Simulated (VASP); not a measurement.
# SnSe2 (C2/m) in VASP: further runs

Runs on SnSe2. Level: PBE. Tasks: single point.

All numbers are computed with VASP 6.6.1; they aren't measurements. Logs are shortened: lines on timing, memory, paths and dates and some standing lists are left out, and cuts for length are marked.

## (1) The cell of the first run

It takes space group C2/m (No. 12, monoclinic). The conventional cell has a = 6.739 Å, b = 3.794 Å, c = 7.006 Å, α = 90.00°, β = 90.00°, γ = 90.00°. Within 3.6 Å of Sn (site symmetry 2/m) lie 6 Se at 2.73 to 2.76 Å. Se (site symmetry m) has 3 Sn at 2.73 to 2.76 Å within 3.6 Å.

## (2) Single point, PBE (uniaxial strain along a: -2.0 %)

INCAR

```
ALGO = Normal
EDIFF = 1E-6
ENCUT = 520
GGA = PE
ISIF = 2
ISMEAR = 0
LASPH = True
LCHARG = False
LREAL = False
LWAVE = False
NBANDS = 20
NELM = 80
PREC = Accurate
SIGMA = 0.02
```

KPOINTS

```
k-points
0
Gamma
  12 12 4
```

POSCAR

```
SnSe2
1.0
    3.7942388669      0.0000000000      0.0000000000
   -1.8971194334      3.3697314112      0.0000000000
    0.0000000000      0.0000000000      7.0059565311
Sn Se
1 2
Direct
    0.0000000000      0.0000000000      0.0000000000
    0.6666666667      0.3333333333      0.7712614522
    0.3333333333      0.6666666667      0.2287385478
```

Potentials or basis: VASP PAW PBE potentials, release 64 (Sn_d, Se).

Command:

```bash
$ cat potpaw_PBE.64/Sn_d/POTCAR potpaw_PBE.64/Se/POTCAR > POTCAR
$ mpirun -np 1 vasp_std > vasp.out
```

OUTCAR:

```text
EDIFF = 1E-6
   ENCUT = 520
   GGA = PE
   ISIF = 2
   ISMEAR = 0
   LASPH = True
   LREAL = False
   NELM = 80
   PREC = Accurate

 ion  position               nearest neighbor table
   1  0.000  0.000  0.000-   2 2.73   3 2.73   2 2.73   3 2.73   2 2.76   3 2.76
   2  0.667  0.333  0.771-   1 2.73   1 2.73   1 2.76
   3  0.333  0.667  0.229-   1 2.73   1 2.73   1 2.76

  LATTYP: Found a base centered orthorhombic cell.
 ALAT       =     3.7942388669
 B/A-ratio  =     1.7762357771
 C/A-ratio  =     1.8464721850

  Lattice vectors:

 A1 = (   1.8971194334,  -3.3697314112,   0.0000000000)
 A2 = (   1.8971194335,   3.3697314112,   0.0000000000)
 A3 = (   0.0000000000,   0.0000000000,   7.0059565311)

Analysis of symmetry for initial positions (statically):
=====================================================================
 Subroutine PRICEL returns:
 Original cell was already a primitive cell.

 Routine SETGRP: Setting up the symmetry group for a
 base centered orthorhombic supercell.

 Subroutine GETGRP returns: Found  4 space group operations
 (whereof  4 operations were pure point group operations)
 out of a pool of  8 trial point group operations.

The static configuration has the point symmetry C_2h.

Analysis of symmetry for dynamics (positions and initial velocities):
=====================================================================
 Subroutine PRICEL returns:
 Original cell was already a primitive cell.

 Routine SETGRP: Setting up the symmetry group for a
 base centered orthorhombic supercell.

 Subroutine GETGRP returns: Found  4 space group operations
 (whereof  4 operations were pure point group operations)
 out of a pool of  8 trial point group operations.

The dynamic configuration has the point symmetry C_2h.

 Subroutine INISYM returns: Found  4 space group operations
 (whereof  4 operations are pure point group operations),
 and found     1 'primitive' translations

----------------------------------------------------------------------------------------

                                     Primitive cell

  volume of cell :      89.5751

  direct lattice vectors                    reciprocal lattice vectors
     3.794238867  0.000000000  0.000000000     0.263557471  0.148379778  0.000000000
    -1.897119433  3.369731411  0.000000000     0.000000000  0.296759557  0.000000000
     0.000000000  0.000000000  7.005956531     0.000000000  0.000000000  0.142735684

  length of vectors
     3.794238867  3.867059856  7.005956531     0.302455119  0.296759557  0.142735684

  position of ions in fractional coordinates (direct lattice)
     0.000000000  0.000000000  0.000000000
     0.666666667  0.333333333  0.771261452
     0.333333333  0.666666667  0.228738548

  ion indices of the primitive-cell ions
   primitive index   ion index
                 1           1
                 2           2
                 3           3

----------------------------------------------------------------------------------------

 KPOINTS: k-points

Automatic generation of k-mesh.
 Grid dimensions read from file:
 generate k-points for:   12   12    4

 Generating k-lattice:

  Cartesian coordinates                     Fractional coordinates (reciprocal lattice)
     0.021963123  0.012364982  0.000000000     0.083333333  0.000000000  0.000000000
     0.000000000  0.024729963  0.000000000     0.000000000  0.083333333  0.000000000
     0.000000000  0.000000000  0.035683921     0.000000000  0.000000000  0.250000000

  Length of vectors
     0.025204593  0.024729963  0.035683921

  Shift w.r.t. Gamma in fractional coordinates (k-lattice)
     0.000000000  0.000000000  0.000000000

 Subroutine IBZKPT returns following result:
 ===========================================

 Found    164 irreducible k-points:

 Following reciprocal coordinates:
            Coordinates               Weight
  0.000000  0.000000  0.000000      1.000000
  0.083333 -0.000000  0.000000      4.000000
  0.166667 -0.000000  0.000000      4.000000
  0.250000 -0.000000  0.000000      4.000000
  0.333333 -0.000000  0.000000      4.000000
  0.416667 -0.000000  0.000000      4.000000
[... 16 lines left out ...]
  0.333333  0.166667  0.000000      4.000000
  0.416667  0.166667  0.000000      4.000000
 [... further k-points ...]
   k-points           NKPTS =    164   k-points in BZ     NKDIM =    164   number of bands    NBANDS=     20
   number of dos      NEDOS =    301   number of ions     NIONS =      3
   total plane-waves  NPLWV =  45360
   dimension x,y,z NGX =    28 NGY =   30 NGZ =   54
   dimension x,y,z NGXF=    56 NGYF=   60 NGZF=  108
   ions per type =               1   2
   NGX,Y,Z   is equivalent  to a cutoff of  12.27, 12.90, 12.81 a.u.
   NGXF,Y,Z  is equivalent  to a cutoff of  24.54, 25.79, 25.63 a.u.
 SYSTEM =  unknown system
   PREC   = accura    normal or accurate (medium, high low for compatibility)
   ISTART =      0    job   : 0-new  1-cont  2-samecut
   ICHARG =      2    charge: 1-file 2-atom 10-const
   ISPIN  =      1    spin polarized calculation?
   LNONCOLLINEAR =      F non collinear calculations
   LSORBIT =      F    spin-orbit coupling
   LASPH  =      T    aspherical Exc in radial PAW
   ENCUT  =  520.0 eV  38.22 Ry    6.18 a.u.   7.05  7.19 13.03*2*pi/ulx,y,z
   NELM   =     80;   NELMIN=  2; NELMDL= -5     # of ELM steps
   EDIFF  = 0.1E-05   stopping-criterion for ELM
   LREAL  =      F    real-space projection
   EDIFFG = 0.1E-04   stopping-criterion for IOM
   NSW    =      0    number of steps for IOM
   IBRION =     -1    ionic relax: 0-MD 1-quasi-New 2-CG
   NFREE  =      0    steps in history (QN), initial steepest desc. (CG)
   ISIF   =      2    stress and relaxation
   ISYM   =      2    0-nonsym 1-usesym 2-fastsym
   POTIM  = 0.5000    time-step for ionic-motion
   TEBEG  =    0.0;   TEEND  =   0.0 temperature during run
   PSTRESS=    0.0 pullay stress
   NELECT =      26.0000    total number of electrons
   NUPDOWN=      -1.0000    fix difference up-down
   EMIN   =  10.00;   EMAX   =-10.00  energy-range for DOS
   EFERMI =   0.00;   METHOD = LEGACY
   ISMEAR =     0;   SIGMA  =   0.02  broadening in eV -4-tet -1-fermi 0-gaus
   EFERMI_NEDOS =   21; number of points for ismear=-14 and -15
   IALGO  =     38    algorithm
   IMIX   =      4    mixing-type and parameters
     AMIX     =   0.40;   BMIX     =  1.00
     AMIX_MAG =   1.60;   BMIX_MAG =  1.00
  volume/ion in A,a.u.               =      29.86       201.49
  Fermi-wavevector in a.u.,A,eV,Ry     =   1.083936  2.048341 15.985708  1.174916
  Thomas-Fermi vector in A             =   2.220014
   LORBIT       =      0    0 simple, 1 ext, 2 COOP (PROOUT), +10 PAW based schemes
   GGA     = PE    functional components
   LHFCALC =     F    Hartree Fock is set to
   AEXX    =    0.0000 exact exchange contribution
   IVDW    =     0    specifies the selected vdW correction
   LEPSILON=     F    determine dielectric tensor
   LRPA    =     F    only Hartree local field effects (RPA)
 non-spin polarized calculation
 Gauss-broadening in eV      SIGMA  =   0.02
  energy-cutoff  :      520.00
  volume of cell :       89.58
 maximum number of plane-waves:      2436
   NGX = 15   NGY = 15   NGZ = 27

 number of electron      25.9999997 magnetization

 Free energy of the ion-electron system (eV)
  ---------------------------------------------------
  ext. energy  EPLUGINS =         0.00000000
  ---------------------------------------------------
  free energy    TOTEN  =       -11.86461328 eV

  energy without entropy =      -11.86461328  energy(sigma->0) =      -11.86461328

 E-fermi :   2.8973     XC(G=0):  -8.6483

 val. band max:        2.7577906240   @ k =   0.0000   0.1667   0.0000
 cond. band min:       3.3095855830   @ k =   0.5000  -0.0000   0.5000
 fundamental gap:      0.5517949591
 Fermi energy:         2.8972915612

 k-point     1 :       0.0000    0.0000    0.0000
  band No.  band energies     occupation
      1     -18.4704      2.00000
      2     -18.4605      2.00000
      3     -18.4285      2.00000
      4     -18.4226      2.00000
      5     -18.4159      2.00000
      6     -10.7726      2.00000
[... 12 lines left out ...]
     19      11.4435      0.00000
     20      11.5426      0.00000

 k-point     2 :       0.0833   -0.0000    0.0000
  band No.  band energies     occupation
      1     -18.4691      2.00000
      2     -18.4614      2.00000
      3     -18.4270      2.00000
      4     -18.4241      2.00000
      5     -18.4160      2.00000
      6     -10.7067      2.00000
[... 12 lines left out ...]
     19      10.9613      0.00000
     20      11.5904      0.00000

 k-point     3 :       0.1667   -0.0000    0.0000
  band No.  band energies     occupation
      1     -18.4730      2.00000
      2     -18.4579      2.00000
      3     -18.4292      2.00000
      4     -18.4217      2.00000
      5     -18.4152      2.00000
      6     -10.5136      2.00000
[... 12 lines left out ...]
     19      10.8425      0.00000
     20      11.3888      0.00000

 k-point     4 :       0.2500   -0.0000    0.0000
  band No.  band energies     occupation
      1     -18.4838      2.00000
      2     -18.4508      2.00000
      3     -18.4348      2.00000
      4     -18.4157      2.00000
      5     -18.4109      2.00000
      6     -10.2107      2.00000
[... 12 lines left out ...]
     19      11.0972      0.00000
     20      11.2359      0.00000

 k-point     5 :       0.3333   -0.0000    0.0000
  band No.  band energies     occupation
      1     -18.4959      2.00000
      2     -18.4461      2.00000
      3     -18.4397      2.00000
      4     -18.4098      2.00000
      5     -18.4035      2.00000
      6      -9.8361      2.00000
[... 12 lines left out ...]
     19      11.0443      0.00000
     20      11.9363      0.00000

 k-point     6 :       0.4167   -0.0000    0.0000
  band No.  band energies     occupation
      1     -18.5051      2.00000
      2     -18.4449      2.00000
      3     -18.4423      2.00000
      4     -18.4045      2.00000
      5     -18.3973      2.00000
      6      -9.4677      2.00000
[... 12 lines left out ...]
     19      11.3393      0.00000
     20      12.4087      0.00000

 k-point     7 :       0.5000   -0.0000    0.0000
  band No.  band energies     occupation
      1     -18.5086      2.00000
      2     -18.4455      2.00000
      3     -18.4426      2.00000
      4     -18.4023      2.00000
      5     -18.3950      2.00000
      6      -9.2790      2.00000
[... 12 lines left out ...]
     19      11.7846      0.00000
     20      12.1127      0.00000
[... 277 lines left out ...]
 k-point    20 :       0.0833    0.1667    0.0000
  band No.  band energies     occupation
      1     -18.4832      2.00000
      2     -18.4504      2.00000
      3     -18.4260      2.00000
      4     -18.4219      2.00000
      5     -18.4154      2.00000
      6     -10.3446      2.00000
[... 12 lines left out ...]
     19      10.7583      0.00000
     20      11.1919      0.00000

 k-point    21 :       0.1667    0.1667    0.0000
  band No.  band energies     occupation
      1     -18.4865      2.00000
      2     -18.4516      2.00000
      3     -18.4300      2.00000
      4     -18.4199      2.00000
      5     -18.4081      2.00000
      6     -10.0594      2.00000
[... 12 lines left out ...]
     19      10.1531      0.00000
     20      11.4656      0.00000

 k-point    22 :       0.2500    0.1667    0.0000
  band No.  band energies     occupation
      1     -18.4909      2.00000
      2     -18.4533      2.00000
      3     -18.4337      2.00000
      4     -18.4150      2.00000
      5     -18.4024      2.00000
      6      -9.7063      2.00000
[... 12 lines left out ...]
     19      10.5537      0.00000
     20      11.4769      0.00000

 k-point    23 :       0.3333    0.1667    0.0000
  band No.  band energies     occupation
      1     -18.4955      2.00000
      2     -18.4542      2.00000
      3     -18.4365      2.00000
      4     -18.4087      2.00000
      5     -18.3996      2.00000
      6      -9.3571      2.00000
[... 12 lines left out ...]
     19      11.2870      0.00000
     20      11.8512      0.00000

 k-point    24 :       0.4167    0.1667    0.0000
  band No.  band energies     occupation
      1     -18.4980      2.00000
      2     -18.4542      2.00000
      3     -18.4382      2.00000
      4     -18.4067      2.00000
      5     -18.3971      2.00000
      6      -9.1666      2.00000
[... 12 lines left out ...]
     19      11.6061      0.00000
     20      12.0643      0.00000

 [... further k-points ...]
[... 5 lines left out ...]
  --------------------------------------------------------------------------------------
  -------------------------------------------------------------------------------------
  Total        1.0056913      0.0315874      0.0950748      0.0000000     -0.0487644     -0.0000000
  in kB       17.9882070      0.5649860      1.7005476      0.0000000     -0.8722196     -0.0000000
  external PRESSURE =       6.7512469 kB  Pullay stress =       0.0000000 kB

 VOLUME and BASIS-vectors are now :
 -----------------------------------------------------------------------------
  energy-cutoff  :      520.00
  volume of cell :       89.58
      direct lattice vectors                 reciprocal lattice vectors
     3.794238867  0.000000000  0.000000000     0.263557471  0.148379778  0.000000000
    -1.897119433  3.369731411  0.000000000     0.000000000  0.296759557  0.000000000
     0.000000000  0.000000000  7.005956531     0.000000000  0.000000000  0.142735684

 POSITION                                       TOTAL-FORCE (eV/Angst)
 -----------------------------------------------------------------------------------
      0.00000      0.00000      0.00000         0.000000      0.000000      0.000000
      1.89712      1.12324      5.40342         0.000000      0.015904     -0.026042
     -0.00000      2.24649      1.60253        -0.000000     -0.015904      0.026042
 -----------------------------------------------------------------------------------
    total drift:                               -0.000000      0.000000     -0.000000

  FREE ENERGIE OF THE ION-ELECTRON SYSTEM (eV)
  ---------------------------------------------------
  free  energy   TOTEN  =       -11.8646132824 eV

  energy  without entropy=      -11.8646132824  energy(sigma->0) =      -11.86461328
```

Run time: 3.8 min. Hardware: 1 thread of Oxide Virtual Turin-like, shared host; peak memory 0.38 GiB.

What came out:

* Free energy: -11.8646 eV
* Pressure: 0.7 GPa
* Largest force: 0.031 eV/Å
* Band gap on the k mesh: 0.55 eV, indirect (least direct gap 1.04 eV)

Forces on the atoms (eV/Å):
```
Sn   0.000  0.000  0.000
Se   0.000  0.016 -0.026
Se   0.000 -0.016  0.026
```

Caveat: the cell differs from its parent crystal (uniaxial strain along a: -2.0 %); spin-orbit coupling is left out, which moves the levels of the heavy elements; this functional lacks dispersion, which binds the layers, so the pressure and a relaxed spacing across them are unreliable.

## (3) Single point, PBE (uniaxial strain along a: +2.0 %)

INCAR

```
SYSTEM = SnSe2
PREC     = Accurate       ! precision mode
ENCUT    = 520            ! plane-wave cutoff, eV
EDIFF    = 1E-7           ! SCF threshold, eV
ISMEAR   = 0              ! smearing method
SIGMA    = 0.02           ! smearing width, eV
LREAL    = .False.        ! projectors in reciprocal space
LASPH    = .True.         ! aspherical terms in the spheres
NELM     = 80             ! most SCF steps
ALGO     = Normal         ! electronic algorithm
ISIF     = 2              ! what is computed and relaxed
LWAVE    = .False.        ! write WAVECAR
LCHARG   = .True.         ! write CHGCAR
GGA      = PE             ! functional
LELF     = .True.         ! ELF
LVHAR    = .True.       
NBANDS   = 20             ! bands
```

KPOINTS

```
Automatic mesh
0
Gamma
  12 12 4
  0 0 0
```

POSCAR

```
SnSe2
1.0
    3.9491057594      0.0000000000      0.0000000000
   -1.9745528797      3.3362017454      0.0000000000
    0.0000000000      0.0000000000      6.9362455209
Sn Se
1 2
Direct
    0.0000000000      0.0000000000      0.0000000000
    0.6666666667      0.3333333333      0.7712614522
    0.3333333333      0.6666666667      0.2287385478
```

Potentials or basis: VASP PAW PBE potentials, release 64 (Sn_d, Se).

Command:

```bash
$ cat potpaw_PBE.64/Sn_d/POTCAR potpaw_PBE.64/Se/POTCAR > POTCAR
$ mpirun -np 1 vasp_std > vasp.out
```

It took 7.1 min on 1 thread of Oxide Virtual Turin-like, shared host; peak memory 0.39 GiB.

It converged, with:

| Property | Result |
| --- | --- |
| Free energy | -11.8665 eV |
| Pressure | -0.5 GPa |
| Largest force | 0.008 eV/Å |
| Band gap on the k mesh | 0.62 eV, indirect (least direct gap 1.08 eV) |

Forces on the atoms (eV/Å):
```
Sn   0.000  0.000  0.000
Se   0.000 -0.007 -0.003
Se   0.000  0.007  0.003
```

Stress tensor (GPa, compression positive):
```
-1.42  0.00  0.00
 0.00  0.04  0.04
 0.00  0.04  0.00
```

Levels at points of the mesh, in eV from the valence-band top:
```csv
k point,band 11,band 12,band 13,band 14,band 15,band 16
"(0.00, 0.00, 0.00)",-0.36,-0.22,-0.12,1.01,2.99,4.41
"(0.50, 0.00, 0.00)",-2.11,-0.76,-0.23,0.98,3.94,5.59
"(0.00, 0.50, 0.00)",-2.29,-0.74,-0.38,0.79,3.72,5.40
"(0.00, 0.00, 0.50)",-0.48,-0.18,-0.07,1.90,2.91,4.33
"(0.50, 0.00, 0.50)",-1.95,-0.59,-0.34,0.74,4.26,4.94
"(0.00, 0.50, 0.50)",-1.95,-0.61,-0.49,0.62,4.08,4.98
```

Caveat: the cell differs from its parent crystal (uniaxial strain along a: +2.0 %); spin-orbit coupling is left out, which moves the levels of the heavy elements; this functional lacks dispersion, which binds the layers, so the pressure and a relaxed spacing across them are unreliable.
